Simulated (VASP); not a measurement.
Write the native input for VASP 6.6.1 that does the following.

```
Task                   : single point
Functional             : r2SCAN
Potentials or basis    : VASP PAW PBE potentials, release 64 (Cr_pv)
Cutoff                 : 520 eV
k mesh                 : 20 × 20 × 20
Occupations            : gaussian, width 0.1 eV
Spin                   : no spin polarisation
Dipole correction      : no
Further INCAR settings : ALGO = Normal; EDIFF = 1e-06; NBANDS = 12
```

Crystal: Cr.

```
CELL_PARAMETERS angstrom
-1.41460 1.41460 1.41460
1.41460 -1.41460 1.41460
1.41460 1.41460 -1.41460
ATOMIC_POSITIONS crystal
Cr 0.00000 0.00000 0.00000
```

The input as run:

POSCAR

```
Cr
1.0
   -1.4146043721      1.4146043721      1.4146043721
    1.4146043721     -1.4146043721      1.4146043721
    1.4146043721      1.4146043721     -1.4146043721
Cr
1
Direct
    0.0000000000      0.0000000000      0.0000000000
```

INCAR.step1

```
SYSTEM = Cr
ALGO = Normal
EDIFF = 1E-4
ENCUT = 520
GGA = PE
ISMEAR = 0
LASPH = .True.
LCHARG = .False.
LREAL = .False.
LWAVE = .True.
NBANDS = 12
NELM = 80
PREC = Accurate
SIGMA = 0.1
```

INCAR.step2

```
SYSTEM = Cr
ALGO = Normal
EDIFF = 1E-6
ENCUT = 520
ISIF = 2
ISMEAR = 0
ISTART = 1
LASPH = .True.
LCHARG = .False.
LMIXTAU = .True.
LREAL = .False.
LWAVE = .False.
METAGGA = R2SCAN
NBANDS = 12
NELM = 80
PREC = Accurate
SIGMA = 0.1
```

KPOINTS

```
k-points
0
Gamma
  20 20 20
  0 0 0
```

Potentials or basis: VASP PAW PBE potentials, release 64 (Cr_pv).

Launch:

```bash
$ cat potpaw_PBE.64/Cr_pv/POTCAR > POTCAR
$ cp INCAR.step1 INCAR
$ mpirun -np 1 vasp_std > vasp.out
$ cp INCAR.step2 INCAR
$ mpirun -np 1 vasp_std > vasp.out
```

It gave:

The pressure is 0.6 GPa. The band gap on the k mesh is zero (band 6 reaches 13.77 eV, above the bottom of band 7 at 10.21 eV).

Caveat: the PAW data sets were made with another functional, which shifts forces and pressure a little; the run has no spin polarisation, though such a crystal can be magnetic.

Wall time 74 s on 1 thread of Intel Xeon 6975P-C, on a shared host, peak memory 0.15 GiB.
